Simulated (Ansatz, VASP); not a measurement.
**AlN: VASP beside Ansatz**

```
Al N
1.0
     3.08878    0.00000    0.00000
    -1.54439    2.67496    0.00000
     0.00000    0.00000    4.94331
Al N
2 2
Direct
  0.66667 0.33333 0.49901
  0.33333 0.66667 0.99901
  0.66667 0.33333 0.88099
  0.33333 0.66667 0.38099
```

Alike in both runs: functional LDA; k mesh 12 × 12 × 6; occupations gaussian, width 0.02 eV; no spin polarisation.

Ansatz relaxed the structure, and its values are those at the end. VASP's run is a single point on that final structure, the one shown.

|  | VASP | Ansatz |
| --- | --- | --- |
| version | VASP 6.6.1 | Ansatz 0.2.0 |
| potentials or method | VASP PAW LDA potentials, release 64 (Al, N), cutoff 520 eV | scalar-relativistic, plane waves, PAW |
| valence electrons in the cell | 16 | 16 |

VASP gave:

| Item | Value |
| --- | --- |
| gap on the k mesh at the Fermi level (eV) | 4.42 |
| least direct gap on the mesh (eV) | 4.42 |
| pressure (GPa) | 0.6 |

Question: Which values does Ansatz return?

Answer: gap on the k mesh at the Fermi level (eV): 4.42; least direct gap on the mesh (eV): 4.42; pressure (GPa): 0.0.

LDA's correlation is that of Perdew and Zunger in VASP and of Perdew and Wang (1992) in Ansatz.
